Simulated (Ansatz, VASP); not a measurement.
# Two plane-wave programs on ZnS

File POSCAR:

```
ZnS
1.0
    5.4093000000      0.0000000000      0.0000000000
    0.0000000000     -5.4093000000      0.0000000000
    0.0000000000      0.0000000000     -5.4093000000
Zn S
4 4
Direct
    0.0004879898      0.5039224185      0.5009099632
    0.5012738661     -0.0050795255      0.5012499237
    0.5070867498      0.4935563449      0.0023542020
   -0.0058375347      0.0043864421      0.0044985801
    0.7447195332      0.7548525505      0.7431114095
    0.2566858554      0.2479247017      0.7519350838
    0.2502301723      0.7481872912      0.2479680439
    0.7453533681      0.2522497766      0.2479727937
```

Contents of INCAR.step1:

```
PREC = Accurate ; ENCUT = 520
ISMEAR = 0 ; SIGMA = 0.05
LREAL = False ; LASPH = True
NELM = 100 ; NBANDS = 46
GGA = PE ; ALGO = Normal
EDIFF = 1E-4 ; LWAVE = True
LCHARG = False
```

Contents of INCAR.step2:

```
PREC = Accurate ; ENCUT = 520
EDIFF = 1E-6 ; ISMEAR = 0
SIGMA = 0.05 ; LREAL = False
LASPH = True ; NELM = 100
ALGO = Normal ; ISIF = 2
LWAVE = False ; LCHARG = False
METAGGA = R2SCAN ; LMIXTAU = True
NBANDS = 46 ; ISTART = 1
```

Contents of KPOINTS:

```
regular mesh
0
Gamma
  4 4 4
```

Input for Ansatz:

```yaml
crystal:
  lattice:
    - [5.4093, 0.0, 0.0]
    - [0.0, -5.4093, 0.0]
    - [0.0, 0.0, -5.4093]
  atoms:
    - { symbol: Zn, position: [0.0004879898, 0.5039224185, 0.5009099632] }
    - { symbol: Zn, position: [0.5012738661, -0.0050795255, 0.5012499237] }
    - { symbol: Zn, position: [0.5070867498, 0.4935563449, 0.002354202] }
    - { symbol: Zn, position: [-0.0058375347, 0.0043864421, 0.0044985801] }
    - { symbol: S, position: [0.7447195332, 0.7548525505, 0.7431114095] }
    - { symbol: S, position: [0.2566858554, 0.2479247017, 0.7519350838] }
    - { symbol: S, position: [0.2502301723, 0.7481872912, 0.2479680439] }
    - { symbol: S, position: [0.7453533681, 0.2522497766, 0.2479727937] }
basis:
  ecutwfc: 500
kpoints:
  mp_grid: { grid: [4, 4, 4] }
hamiltonian:
  xc: r2scan
scf:
  occupations: { method: gaussian, width: 0.05 }
output:
  forces: true
  stress: true
  eigenvalues: true
```

Change from the starting cell: all atoms moved at random (sigma 0.03 Å a component).

Alike in both runs: task single point; functional r2SCAN; k mesh 4 × 4 × 4; occupations gaussian, width 0.05 eV; no spin polarisation.

|  | VASP | Ansatz |
| --- | --- | --- |
| version | VASP 6.6.1 | Ansatz 0.2.0 |
| potentials or method | VASP PAW PBE potentials, release 64 (Zn, S), cutoff 520 eV | scalar-relativistic, plane waves, PAW |
| valence electrons in the cell | 72 | 72 |

Ansatz gave:

| Item | Value |
| --- | --- |
| gap on the k mesh at the Fermi level (eV) | 2.63 |
| least direct gap on the mesh (eV) | 2.63 |
| pressure (GPa) | -0.7 |
| traceless stress, the component that is largest in VASP (GPa) | 0.63 |
| rms of the force components (eV/Å) | 0.256 |

Q: Estimate VASP's values.

A: gap on the k mesh at the Fermi level (eV): 2.64; least direct gap on the mesh (eV): 2.64; pressure (GPa): -0.7; traceless stress, the component that is largest in VASP (GPa): 0.63; rms of the force components (eV/Å): 0.256.

VASP's potentials were made for PBE, not for r2SCAN. Atom by atom the forces differ by 0.009 eV/Å (rms over components).
